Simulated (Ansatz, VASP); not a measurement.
# Ag: VASP beside Ansatz

File INCAR:

```
SYSTEM = Ag
ALGO = Fast
EDIFF = 1E-6
ENCUT = 520
ISIF = 2
ISMEAR = -1
LASPH = .TRUE.
LCHARG = .FALSE.
LREAL = .FALSE.
LWAVE = .FALSE.
NBANDS = 24
NELM = 100
PREC = Accurate
SIGMA = 0.05
```

File KPOINTS:

```
k-points
0
G
  10 10 10
  0 0 0
```

The input POSCAR:

```
Ag
1.0
    1.4730471633      0.8504641763      7.2046500000
   -1.4730471633      0.8504641763      7.2046500000
    0.0000000000     -1.7009283525      7.2046500000
Ag
3
Direct
    0.2222810000      0.2222810000      0.2222810000
    0.7777190000      0.7777190000      0.7777190000
    0.0000000000      0.0000000000      0.0000000000
```

File input.yaml:

```yaml
crystal:
  lattice:
    - [1.4730471633, 0.8504641763, 7.20465]
    - [-1.4730471633, 0.8504641763, 7.20465]
    - [0.0, -1.7009283525, 7.20465]
  atoms:
    - { symbol: Ag, position: [0.222281, 0.222281, 0.222281] }
    - { symbol: Ag, position: [0.777719, 0.777719, 0.777719] }
    - { symbol: Ag, position: [0.0, 0.0, 0.0] }
kpoints:
  mp_grid: { grid: [10, 10, 10] }
  band_path:
    path:
      - [0.0, 0.0, 0.0]
      - [0.5, 0.0, 0.0]
      - [0.5, 0.1759562239, -0.1759562239]
    npoints: 6
scf:
  occupations: { method: fermi_dirac, width: 0.05 }
hamiltonian:
  xc: lda
  pseudopotentials: { kind: all_electron, lapw: { basis_error: 0.002 } }
output:
  forces: true
  stress: true
  eigenvalues: true
```

Alike in both runs: functional LDA; k mesh 10 × 10 × 10; occupations fermi-dirac, width 0.05 eV; no spin polarisation.

|  | VASP | Ansatz |
| --- | --- | --- |
| version | VASP 6.6.1 | Ansatz 0.2.0 |
| potentials or method | VASP PAW LDA potentials, release 64 (Ag), cutoff 520 eV | all-electron LAPW, scalar-relativistic |
| task | single point | band structure |

|  | VASP | Ansatz | Ansatz less VASP |
| --- | --- | --- | --- |
| gap on the k mesh at the Fermi level (eV) | none | none | - |
| pressure (GPa) | -11.3 | -11.5 | -0.17 |
| traceless stress, the component that is largest in VASP (GPa) | -0.36 | -0.36 | +0.002 |

LDA's correlation is that of Perdew and Zunger in VASP and of Perdew and Wang (1992) in Ansatz. A gap of «none» marks a metal or a gap that the smearing closes. Ansatz ran all-electron here, and VASP with PAW potentials.
